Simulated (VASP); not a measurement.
Here is a VASP 6.6.1 calculation.

The input INCAR:

```
SYSTEM = NaH
PREC     = Accurate       ! precision mode
ENCUT    = 520            ! plane-wave cutoff, eV
EDIFF    = 1E-6           ! SCF threshold, eV
ISMEAR   = 0              ! smearing method
SIGMA    = 0.05           ! smearing width, eV
LREAL    = .False.        ! projectors in reciprocal space
LASPH    = .True.         ! aspherical terms in the spheres
NELM     = 150            ! most SCF steps
ALGO     = Normal         ! electronic algorithm
ISIF     = 2              ! what is computed and relaxed
LWAVE    = .False.        ! write WAVECAR
LCHARG   = .False.        ! write CHGCAR
ISPIN    = 2              ! spin polarisation
MAGMOM   = 0.5 0.5 0 0    ! initial moments
LORBIT   = 11             ! projections on sites
GGA      = PS             ! functional
NBANDS   = 20             ! bands
```

File KPOINTS:

```
regular mesh
0
Gamma
  1 1 15
  0 0 0
```

File POSCAR:

```
NaH
1.0
   11.3000000000      0.0000000000      0.0000000000
    0.0000000000      9.3000000000      0.0000000000
    0.0000000000      0.0000000000      4.2044948927
Na H
2 2
Direct
    0.3984209856      0.5000000000      0.0000000000
    0.6015790144      0.5000000000      0.5000000000
    0.3936162913      0.5000000000      0.5000000000
    0.6063837087      0.5000000000      0.0000000000
```

Potentials or basis: VASP PAW PBE potentials, release 64 (Na_pv, H).

Run with:

```sh
$ cat potpaw_PBE.64/Na_pv/POTCAR potpaw_PBE.64/H/POTCAR > POTCAR
$ mpirun -np 1 vasp_std > vasp.out
```

Predict the band gap on the k mesh.

3.76 eV (least direct gap 3.86 eV).

Predict the largest force.

0.012 eV/Å.

Forces on the atoms (eV/Å):
```
Na  -0.012  0.000  0.000
Na   0.012  0.000  0.000
H   -0.002  0.000  0.000
H    0.002  0.000  0.000
```

Caveat: the PAW data sets were made with another functional, which shifts forces and pressure a little.
